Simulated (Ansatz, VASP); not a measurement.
**Hf2H3: VASP beside Ansatz**

Contents of INCAR:

```
PREC = Accurate
ENCUT = 520
EDIFF = 1E-6
ISMEAR = 0
SIGMA = 0.1
LREAL = False
LASPH = True
NELM = 100
ALGO = Normal
ISIF = 2
LWAVE = False
LCHARG = True
GGA = PE
LELF = True
LVHAR = True
NBANDS = 20
```

KPOINTS

```
regular mesh
0
Gamma
  6 6 6
```

File POSCAR:

```
Hf2H3
1.0
    2.7044204400      1.5613978700      2.1706784600
   -2.7044204400      1.5613978700      2.1706784600
    0.0000000000     -3.1227957400      2.1706784600
Hf H
2 3
Direct
    0.2500000000      0.2500000000      0.2500000000
    0.7500000000      0.7500000000      0.7500000000
    0.5000000000      0.2500000000      0.7500000000
    0.7500000000      0.5000000000      0.2500000000
    0.2500000000      0.7500000000      0.5000000000
```

Input for Ansatz:

```yaml
crystal:
  lattice:
    - [2.70442044, 1.56139787, 2.17067846]
    - [-2.70442044, 1.56139787, 2.17067846]
    - [0.0, -3.12279574, 2.17067846]
  atoms:
    - { symbol: Hf, position: [0.25, 0.25, 0.25] }
    - { symbol: Hf, position: [0.75, 0.75, 0.75] }
    - { symbol: H, position: [0.5, 0.25, 0.75] }
    - { symbol: H, position: [0.75, 0.5, 0.25] }
    - { symbol: H, position: [0.25, 0.75, 0.5] }
basis:
  ecutwfc: 420
kpoints:
  mp_grid: { grid: [6, 6, 6] }
hamiltonian:
  xc: pbe
scf:
  occupations: { method: gaussian, width: 0.1 }
  lower_state_search: "off"
output:
  forces: true
  stress: true
  eigenvalues: true
```

Change from the starting cell: species swapped into the Ni3Se2 type (R32, No. 155).

Alike in both runs: task single point; functional PBE; k mesh 6 × 6 × 6; occupations gaussian, width 0.1 eV; no spin polarisation.

```csv
,VASP,Ansatz
version,VASP 6.6.1,Ansatz 0.2.0
potentials or method,"VASP PAW PBE potentials, release 64 (Hf_pv, H), cutoff 520 eV","scalar-relativistic, plane waves, PAW"
valence electrons in the cell,23,55
```

VASP gave:

| Property | Result |
| --- | --- |
| gap on the k mesh at the Fermi level (eV) | none |
| pressure (GPa) | -10.5 |
| traceless stress, the component that is largest in VASP (GPa) | 0.17 |
| rms of the force components (eV/Å) | 0.216 |

Q: Which values does Ansatz return?

A: gap on the k mesh at the Fermi level (eV): none; pressure (GPa): -9.9; traceless stress, the component that is largest in VASP (GPa): 0.20; rms of the force components (eV/Å): 0.209.

Atom by atom the forces differ by 0.008 eV/Å (rms over components). A gap of «none» marks a metal or a gap that the smearing closes. With one functional, cell and mesh, what is left measures potentials, basis and numerics. VASP's potentials hold 23 valence electrons a cell and Ansatz's 55, so a difference there can come from the potentials and not from the codes.

Neither program's run includes spin-orbit coupling.
